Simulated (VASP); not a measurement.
Wanted: the native input for a VASP 6.6.1 run.

```
Task                   : single point
Functional             : r2SCAN
Potentials or basis    : VASP PAW PBE potentials, release 64 (Sr_sv)
Cutoff                 : 520 eV
k mesh                 : 4 × 4 × 2
Occupations            : gaussian, width 0.1 eV
Spin                   : no spin polarisation
Dipole correction      : no
Further INCAR settings : ALGO = Normal; EDIFF = 1e-06; NBANDS = 28
```

The system is Sr.

```
CELL_PARAMETERS angstrom
4.06713 -2.68806 0.00000
4.06713 2.68806 0.00000
0.00000 0.00000 10.96527
ATOMIC_POSITIONS crystal
Sr 0.85000 0.15000 0.11700
Sr 0.65000 0.35000 0.61700
Sr 0.15000 0.85000 0.88300
Sr 0.35000 0.65000 0.38300
```

One way to write it, as run:

POSCAR

```
Sr
1.0
    4.0671279462     -2.6880604413      0.0000000000
    4.0671279462      2.6880604413      0.0000000000
    0.0000000000      0.0000000000     10.9652684531
Sr
4
Direct
    0.8500000000      0.1500000000      0.1170000000
    0.6500000000      0.3500000000      0.6170000000
    0.1500000000      0.8500000000      0.8830000000
    0.3500000000      0.6500000000      0.3830000000
```

INCAR.step1

```
SYSTEM = Sr
PREC = Accurate ; ENCUT = 520
ISMEAR = 0 ; SIGMA = 0.1
LREAL = .False. ; LASPH = .True.
NELM = 100 ; NBANDS = 28
GGA = PE ; ALGO = Normal
EDIFF = 1E-4 ; LWAVE = .True.
LCHARG = .False.
```

INCAR.step2

```
SYSTEM = Sr
PREC = Accurate ; ENCUT = 520
EDIFF = 1E-6 ; ISMEAR = 0
SIGMA = 0.1 ; LREAL = .False.
LASPH = .True. ; NELM = 100
ALGO = Normal ; ISIF = 2
LWAVE = .False. ; LCHARG = .False.
METAGGA = R2SCAN ; LMIXTAU = .True.
NBANDS = 28 ; ISTART = 1
```

KPOINTS

```
Automatic mesh
0
Gamma
  4 4 2
  0 0 0
```

Potentials or basis: VASP PAW PBE potentials, release 64 (Sr_sv).

Command:

```sh
$ cat potpaw_PBE.64/Sr_sv/POTCAR > POTCAR
$ cp INCAR.step1 INCAR
$ mpirun -np 1 vasp_std > vasp.out
$ cp INCAR.step2 INCAR
$ mpirun -np 1 vasp_std > vasp.out
```

Results of the run:

| Item | Value |
| --- | --- |
| Pressure | -0.1 GPa |
| Largest force | 1.841 eV/Å |
| Band gap on the k mesh | zero (band 20 reaches 1.20 eV, above the bottom of band 21 at 1.10 eV) |

Caveat: the PAW data sets were made with another functional, which shifts forces and pressure a little.

Wall time 11 min on 1 thread of AMD EPYC 7R43 64-Core Processor (Zen 3), on a shared host, peak memory 0.34 GiB.
